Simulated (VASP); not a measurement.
**LiF: single point with LDA**

The system is LiF.

```
Li F
1.0
     3.10390    0.00000    0.00000
    -1.55195    2.68806    0.00000
     0.00000    0.00000    5.00846
Li F
2 2
Direct
  0.33333 0.66667 0.38398
  0.66667 0.33333 0.88398
  0.33333 0.66667 0.99102
  0.66667 0.33333 0.49102
```

This cell differs from its parent crystal: volume 10.447 Å^3 an atom, c/a of the conventional cell 1.6136.

```yaml
Program: VASP 6.6.1
Task: single point
Functional: LDA
Potentials_or_basis: VASP PAW LDA potentials, release 64 (Li_sv, F)
Cutoff: 520 eV
k_mesh: 9 × 9 × 6
Occupations: gaussian, width 0.05 eV
Spin: no spin polarisation
```

The largest force is 0.122 eV/Å and the band gap on the k mesh is 7.23 eV, direct.

Forces on the atoms (eV/Å):
```
Li   0.000  0.000 -0.122
Li   0.000  0.000 -0.122
F    0.000  0.000  0.122
F    0.000  0.000  0.122
```

Levels at points of the mesh, in eV from the valence-band top:
| k point | band 8 | band 9 | band 10 | band 11 | band 12 | band 13 |
| --- | --- | --- | --- | --- | --- | --- |
| (0.00, 0.00, 0.00) | -0.15 | -0.15 | 0.00 | 7.23 | 11.23 | 14.33 |
| (0.00, 0.00, 0.50) | -0.28 | -0.28 | -0.28 | 8.85 | 8.85 | 16.53 |

Run time: 21 s on 1 thread of AMD EPYC 9R45 96-Core Processor (Zen 5) (shared host), peak memory 0.12 GiB.

 A k mesh can miss the band edges.
